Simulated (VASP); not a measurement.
A run of VASP 6.6.1 is set up as follows.

The input INCAR:

```
PREC     = Accurate       # precision mode
ENCUT    = 520            # plane-wave cutoff, eV
EDIFF    = 1E-6           # SCF threshold, eV
ISMEAR   = -1             # smearing method
SIGMA    = 0.05           # smearing width, eV
LREAL    = F              # projectors in reciprocal space
LASPH    = T              # aspherical terms in the spheres
NELM     = 60             # most SCF steps
ALGO     = Normal         # electronic algorithm
ISIF     = 2              # what is computed and relaxed
LWAVE    = F              # write WAVECAR
LCHARG   = F              # write CHGCAR
GGA      = PE             # functional
NBANDS   = 36             # bands
```

Contents of KPOINTS:

```
regular mesh
0
Gamma
  12 12 3
```

File POSCAR:

```
C
1.0
    2.5051726443      0.0000000000      0.0000000000
   -1.2525863222      2.1695431509      0.0000000000
    0.0000000000      0.0000000000     12.2727733403
C
12
Direct
    0.6666666667      0.3333333333      0.3541700000
    0.3333333333      0.6666666667      0.8541700000
    0.6666666667      0.3333333333      0.1458300000
    0.3333333333      0.6666666667      0.6458300000
    0.6666666667      0.3333333333      0.4791700000
    0.3333333333      0.6666666667      0.9791700000
    0.6666666667      0.3333333333      0.0208300000
    0.3333333333      0.6666666667      0.5208300000
    0.0000000000      0.0000000000      0.8125000000
    0.0000000000      0.0000000000      0.3125000000
    0.0000000000      0.0000000000      0.6875000000
    0.0000000000      0.0000000000      0.1875000000
```

Potentials or basis: VASP PAW PBE potentials, release 64 (C).

Command:

```bash
$ cat potpaw_PBE.64/C/POTCAR > POTCAR
$ mpirun -np 1 vasp_std > vasp.out
```

Estimate the pressure.

12.1 GPa.

What does it give for the band gap on the k mesh?

4.43 eV (least direct gap 5.35 eV).

Forces on the atoms (eV/Å):
```
C    0.000  0.000  0.323
C    0.000  0.000  0.323
C    0.000  0.000 -0.323
C    0.000  0.000 -0.323
C    0.000  0.000 -0.027
C    0.000  0.000 -0.027
C    0.000  0.000  0.027
C    0.000  0.000  0.027
C    0.000  0.000  0.344
C    0.000  0.000  0.344
C    0.000  0.000 -0.344
C    0.000  0.000 -0.344
```

Caveat: the cell stands under pressure; an odd mesh through Γ misses points on the zone boundary, where band edges can lie.
